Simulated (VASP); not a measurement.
# Ti (P6_3/mmc) in VASP: a series of runs

Ti is run at these levels: PBEsol; tasks: single point.

Program: VASP 6.6.1. These are calculated values, not measurements. Logs are shortened: lines on timing, memory, paths and dates and some standing lists are left out, and cuts for length are marked.

## 1. The cell of the first run

It takes space group P6_3/mmc (No. 194, hexagonal). The conventional cell has a = 2.900 Å, b = 2.900 Å, c = 4.591 Å, α = 90.00°, β = 90.00°, γ = 120.00°. Ti (site symmetry -6m2) has 12 Ti at 2.84 to 2.90 Å within 3.7 Å.

## 2. Single point, PBEsol

INCAR reads:

```
SYSTEM = Ti
ALGO = Fast ; EDIFF = 1E-6
ENCUT = 520 ; GGA = PS
ISIF = 2 ; ISMEAR = 0
LASPH = .True. ; LCHARG = .False.
LREAL = .False. ; LWAVE = .False.
NBANDS = 19 ; NELM = 60
PREC = Accurate ; SIGMA = 0.1
```

KPOINTS reads:

```
k-points
0
Gamma
  18 18 10
  0 0 0
```

POSCAR reads:

```
Ti
1.0
    2.9004607460      0.0000000000      0.0000000000
   -1.4502303730      2.5118726887      0.0000000000
    0.0000000000      0.0000000000      4.5908303044
Ti
2
Direct
    0.3333333333      0.6666666667      0.2500000000
    0.6666666667      0.3333333333      0.7500000000
```

Potentials or basis: VASP PAW PBE potentials, release 64 (Ti_sv).

The run is started by

```sh
cat potpaw_PBE.64/Ti_sv/POTCAR > POTCAR
mpirun -np 1 vasp_std > vasp.out
```

OUTCAR:

```text
SYSTEM = Ti
   EDIFF = 1E-6
   ENCUT = 520
   GGA = PS
   ISIF = 2
   ISMEAR = 0
   LASPH = .True.
   LREAL = .False.
   NELM = 60
   PREC = Accurate

 ion  position               nearest neighbor table
   1  0.333  0.667  0.250-   2 2.84   2 2.84   2 2.84   2 2.84   2 2.84   2 2.84
   2  0.667  0.333  0.750-   1 2.84   1 2.84   1 2.84   1 2.84   1 2.84   1 2.84

  LATTYP: Found a hexagonal cell.
 ALAT       =     2.9004607460
 C/A-ratio  =     1.5827934616

  Lattice vectors:

 A1 = (   2.9004607460,   0.0000000000,   0.0000000000)
 A2 = (  -1.4502303730,   2.5118726887,   0.0000000000)
 A3 = (   0.0000000000,   0.0000000000,   4.5908303044)

Analysis of symmetry for initial positions (statically):
=====================================================================
 Subroutine PRICEL returns:
 Original cell was already a primitive cell.

 Routine SETGRP: Setting up the symmetry group for a
 hexagonal supercell.

 Subroutine GETGRP returns: Found 24 space group operations
 (whereof 12 operations were pure point group operations)
 out of a pool of 24 trial point group operations.

The static configuration has the point symmetry D_3d.
 The point group associated with its full space group is D_6h.

Analysis of symmetry for dynamics (positions and initial velocities):
=====================================================================
 Subroutine PRICEL returns:
 Original cell was already a primitive cell.

 Routine SETGRP: Setting up the symmetry group for a
 hexagonal supercell.

 Subroutine GETGRP returns: Found 24 space group operations
 (whereof 12 operations were pure point group operations)
 out of a pool of 24 trial point group operations.

The dynamic configuration has the point symmetry D_3d.
 The point group associated with its full space group is D_6h.

 Subroutine INISYM returns: Found 24 space group operations
 (whereof 12 operations are pure point group operations),
 and found     1 'primitive' translations

----------------------------------------------------------------------------------------

                                     Primitive cell

  volume of cell :      33.4469

  direct lattice vectors                    reciprocal lattice vectors
     2.900460746  0.000000000  0.000000000     0.344772809  0.199054674  0.000000000
    -1.450230373  2.511872689  0.000000000     0.000000000  0.398109349  0.000000000
     0.000000000  0.000000000  4.590830304     0.000000000  0.000000000  0.217825520

  length of vectors
     2.900460746  2.900460746  4.590830304     0.398109349  0.398109349  0.217825520

  position of ions in fractional coordinates (direct lattice)
     0.333333333  0.666666667  0.250000000
     0.666666667  0.333333333  0.750000000

  ion indices of the primitive-cell ions
   primitive index   ion index
                 1           1
                 2           2

----------------------------------------------------------------------------------------

 KPOINTS: k-points

Automatic generation of k-mesh.
 Grid dimensions read from file:
 generate k-points for:   18   18   10

 Generating k-lattice:

  Cartesian coordinates                     Fractional coordinates (reciprocal lattice)
     0.019154045  0.011058593  0.000000000     0.055555556 -0.000000000  0.000000000
     0.000000000  0.022117186  0.000000000     0.000000000  0.055555556  0.000000000
     0.000000000  0.000000000  0.021782552     0.000000000  0.000000000  0.100000000

  Length of vectors
     0.022117186  0.022117186  0.021782552

  Shift w.r.t. Gamma in fractional coordinates (k-lattice)
     0.000000000  0.000000000  0.000000000

 Subroutine IBZKPT returns following result:
 ===========================================

 Found    222 irreducible k-points:

 Following reciprocal coordinates:
            Coordinates               Weight
  0.000000  0.000000  0.000000      1.000000
  0.055556  0.000000  0.000000      6.000000
  0.111111  0.000000  0.000000      6.000000
  0.166667  0.000000  0.000000      6.000000
  0.222222  0.000000  0.000000      6.000000
  0.277778  0.000000  0.000000      6.000000
[... 16 lines left out ...]
  0.333333  0.111111  0.000000     12.000000
  0.388889  0.111111  0.000000     12.000000
 [... further k-points ...]
   k-points           NKPTS =    222   k-points in BZ     NKDIM =    222   number of bands    NBANDS=     19
   number of dos      NEDOS =    301   number of ions     NIONS =      2
   total plane-waves  NPLWV =  20736
   dimension x,y,z NGX =    24 NGY =   24 NGZ =   36
   dimension x,y,z NGXF=    48 NGYF=   48 NGZF=   72
   ions per type =               2
   NGX,Y,Z   is equivalent  to a cutoff of  13.76, 13.76, 13.04 a.u.
   NGXF,Y,Z  is equivalent  to a cutoff of  27.51, 27.51, 26.07 a.u.
 SYSTEM =  Ti
   PREC   = accura    normal or accurate (medium, high low for compatibility)
   ISTART =      0    job   : 0-new  1-cont  2-samecut
   ICHARG =      2    charge: 1-file 2-atom 10-const
   ISPIN  =      1    spin polarized calculation?
   LNONCOLLINEAR =      F non collinear calculations
   LSORBIT =      F    spin-orbit coupling
   LASPH  =      T    aspherical Exc in radial PAW
   ENCUT  =  520.0 eV  38.22 Ry    6.18 a.u.   5.39  5.39  8.54*2*pi/ulx,y,z
   NELM   =     60;   NELMIN=  2; NELMDL= -5     # of ELM steps
   EDIFF  = 0.1E-05   stopping-criterion for ELM
   LREAL  =      F    real-space projection
   EDIFFG = 0.1E-04   stopping-criterion for IOM
   NSW    =      0    number of steps for IOM
   IBRION =     -1    ionic relax: 0-MD 1-quasi-New 2-CG
   NFREE  =      0    steps in history (QN), initial steepest desc. (CG)
   ISIF   =      2    stress and relaxation
   ISYM   =      2    0-nonsym 1-usesym 2-fastsym
   POTIM  = 0.5000    time-step for ionic-motion
   TEBEG  =    0.0;   TEEND  =   0.0 temperature during run
   PSTRESS=    0.0 pullay stress
   NELECT =      24.0000    total number of electrons
   NUPDOWN=      -1.0000    fix difference up-down
   EMIN   =  10.00;   EMAX   =-10.00  energy-range for DOS
   EFERMI =   0.00;   METHOD = LEGACY
   ISMEAR =     0;   SIGMA  =   0.10  broadening in eV -4-tet -1-fermi 0-gaus
   EFERMI_NEDOS =   21; number of points for ismear=-14 and -15
   IALGO  =     68    algorithm
   IMIX   =      4    mixing-type and parameters
     AMIX     =   0.40;   BMIX     =  1.00
     AMIX_MAG =   1.60;   BMIX_MAG =  1.00
  volume/ion in A,a.u.               =      16.72       112.86
  Fermi-wavevector in a.u.,A,eV,Ry     =   1.465638  2.769654 29.226591  2.148094
  Thomas-Fermi vector in A             =   2.581471
   LORBIT       =      0    0 simple, 1 ext, 2 COOP (PROOUT), +10 PAW based schemes
   GGA     = PS    functional components
   LHFCALC =     F    Hartree Fock is set to
   AEXX    =    0.0000 exact exchange contribution
   IVDW    =     0    specifies the selected vdW correction
   LEPSILON=     F    determine dielectric tensor
   LRPA    =     F    only Hartree local field effects (RPA)
 non-spin polarized calculation
 RMM-DIIS sequential band-by-band and
 Gauss-broadening in eV      SIGMA  =   0.10
  energy-cutoff  :      520.00
  volume of cell :       33.45
 maximum number of plane-waves:       929
 NGX is ok and might be reduce to    24
   NGX = 11   NGY = 11   NGZ = 17

 number of electron      23.9999999 magnetization

 Free energy of the ion-electron system (eV)
  ---------------------------------------------------
  ext. energy  EPLUGINS =         0.00000000
  ---------------------------------------------------
  free energy    TOTEN  =       -16.68403904 eV

  energy without entropy =      -16.67485351  energy(sigma->0) =      -16.67944628

 E-fermi :   8.6210     XC(G=0): -11.8175

 val. band max:        8.6084755561   @ k =   0.0000   0.0000   0.4000
 cond. band min:       8.6269258653   @ k =   0.2778   0.2778   0.4000
 fundamental gap:      0.0184503092
 Fermi energy:         8.6210483071

 k-point     1 :       0.0000    0.0000    0.0000
  band No.  band energies     occupation
      1     -47.9542      2.00000
      2     -47.7911      2.00000
      3     -24.6933      2.00000
      4     -23.9606      2.00000
      5     -23.9606      2.00000
      6     -23.8805      2.00000
[... 11 lines left out ...]
     18      10.2935      0.00000
     19      11.9186      0.00000

 k-point     2 :       0.0556    0.0000    0.0000
  band No.  band energies     occupation
      1     -47.9506      2.00000
      2     -47.7897      2.00000
      3     -24.6855      2.00000
      4     -23.9767      2.00000
      5     -23.9660      2.00000
      6     -23.8837      2.00000
[... 11 lines left out ...]
     18      10.2410      0.00000
     19      11.9475      0.00000

 k-point     3 :       0.1111    0.0000    0.0000
  band No.  band energies     occupation
      1     -47.9400      2.00000
      2     -47.7856      2.00000
      3     -24.6625      2.00000
      4     -24.0231      2.00000
      5     -23.9813      2.00000
      6     -23.9105      2.00000
[... 11 lines left out ...]
     18      10.1618      0.00000
     19      12.0200      0.00000

 k-point     4 :       0.1667    0.0000    0.0000
  band No.  band energies     occupation
      1     -47.9235      2.00000
      2     -47.7797      2.00000
      3     -24.6259      2.00000
      4     -24.0947      2.00000
      5     -24.0041      2.00000
      6     -23.9825      2.00000
[... 407 lines left out ...]
     18      12.0347      0.00000
     19      12.2403      0.00000

 k-point    23 :       0.3333    0.1111    0.0000
  band No.  band energies     occupation
      1     -47.8295      2.00000
      2     -47.7602      2.00000
      3     -24.4253      2.00000
      4     -24.3886      2.00000
      5     -24.3044      2.00000
      6     -24.1293      2.00000
[... 11 lines left out ...]
     18      12.2627      0.00000
     19      12.5479      0.00000

 k-point    24 :       0.3889    0.1111    0.0000
  band No.  band energies     occupation
      1     -47.8146      2.00000
      2     -47.7612      2.00000
      3     -24.4696      2.00000
      4     -24.3428      2.00000
      5     -24.3335      2.00000
      6     -24.1506      2.00000
[... 11 lines left out ...]
     18      12.2752      0.00000
     19      13.0641      0.00000

 [... further k-points ...]

------------------------ aborting loop because EDIFF is reached ----------------------------------------

  FORCE on cell =-STRESS in cart. coord.  units (eV):
  Direction    XX          YY          ZZ          XY          YZ          ZX
  --------------------------------------------------------------------------------------
  -------------------------------------------------------------------------------------
  Total       -0.0547682     -0.0547682     -0.0583256      0.0000000      0.0000000      0.0000000
  in kB       -2.6235108     -2.6235108     -2.7939188      0.0000000      0.0000000      0.0000000
  external PRESSURE =      -2.6803135 kB  Pullay stress =       0.0000000 kB

 VOLUME and BASIS-vectors are now :
 -----------------------------------------------------------------------------
  energy-cutoff  :      520.00
  volume of cell :       33.45
      direct lattice vectors                 reciprocal lattice vectors
     2.900460746  0.000000000  0.000000000     0.344772809  0.199054674  0.000000000
    -1.450230373  2.511872689  0.000000000     0.000000000  0.398109349  0.000000000
     0.000000000  0.000000000  4.590830304     0.000000000  0.000000000  0.217825520

 POSITION                                       TOTAL-FORCE (eV/Angst)
 -----------------------------------------------------------------------------------
     -0.00000      1.67458      1.14771         0.000000      0.000000      0.000000
      1.45023      0.83729      3.44312        -0.000000     -0.000000      0.000000
 -----------------------------------------------------------------------------------
    total drift:                               -0.000000      0.000000     -0.000000

  FREE ENERGIE OF THE ION-ELECTRON SYSTEM (eV)
  ---------------------------------------------------
  free  energy   TOTEN  =       -16.6840390396 eV

  energy  without entropy=      -16.6748535146  energy(sigma->0) =      -16.67944628
```

Run time: 11 min. Hardware: 1 thread of AMD EPYC 7R43 (Zen 3), shared host; peak memory 0.2 GiB.

What came out:

```
Free energy            : -16.6840 eV
Pressure               : -0.3 GPa
Band gap on the k mesh : zero (bands 12 and 13 overlap by 1.11 eV)
```

Caveat: the PAW data sets were made with another functional, which shifts forces and pressure a little.

## 3. Single point, PBEsol

This run uses another cell than the first one, of 17.32 Å³/atom.

INCAR reads:

```
SYSTEM = Ti
ALGO = Normal
EDIFF = 1E-6
ENCUT = 500
GGA = PS
GGA_COMPAT = .FALSE.
ISIF = 2
ISMEAR = 0
LASPH = .TRUE.
LCHARG = .FALSE.
LREAL = .FALSE.
LWAVE = .FALSE.
NBANDS = 19
NELM = 120
PREC = Accurate
SIGMA = 0.1
```

KPOINTS reads:

```
k-points
0
G
  6 6 4
  0 0 0
```

POSCAR reads:

```
Ti
1.0
    2.9357319200      0.0000000000      0.0000000000
   -1.4678659600      2.5424184200      0.0000000000
    0.0000000000      0.0000000000      4.6408561500
Ti
2
Direct
    0.3333333300      0.6666666700      0.2500000000
    0.6666666700      0.3333333300      0.7500000000
```

Potentials or basis: VASP PAW PBE potentials, release 64 (Ti_sv).

The run is started by

```sh
cat potpaw_PBE.64/Ti_sv/POTCAR > POTCAR
mpirun -np 1 vasp_std > vasp.out
```

Wall time 18 s (1 thread of AMD EPYC 7R43 (Zen 3), shared host); peak memory 0.11 GiB.

The run converged. Its results:

- Free energy: -16.6525 eV
- Pressure: -4.2 GPa
- Band gap on the k mesh: zero (bands 12 and 13 overlap by 0.98 eV)

Stress tensor (GPa, compression positive):
```
-4.49  0.00  0.00
 0.00 -4.49  0.00
 0.00  0.00 -3.58
```

Levels at points of the mesh, in eV from the Fermi level:
| k point | band 10 | band 11 | band 12 | band 13 | band 14 | band 15 |
| --- | --- | --- | --- | --- | --- | --- |
| (0.00, 0.00, 0.00) | -2.77 | 0.71 | 0.71 | 0.74 | 0.84 | 1.22 |
| (0.50, 0.00, 0.00) | -2.24 | -1.92 | -0.69 | 0.40 | 0.57 | 1.13 |
| (0.00, 0.00, 0.50) | -4.42 | 0.03 | 0.03 | 0.61 | 0.61 | 0.61 |
| (0.50, 0.00, 0.50) | -2.63 | -0.88 | -0.88 | 1.27 | 1.27 | 1.66 |

Caveat: the k points lie up to 0.41 Å⁻¹ apart, too coarse for converged energies and pressures of a metal; the PAW data sets were made with another functional, which shifts forces and pressure a little.

The gap in the log of VASP goes by the Fermi energy; the results here count the filled bands.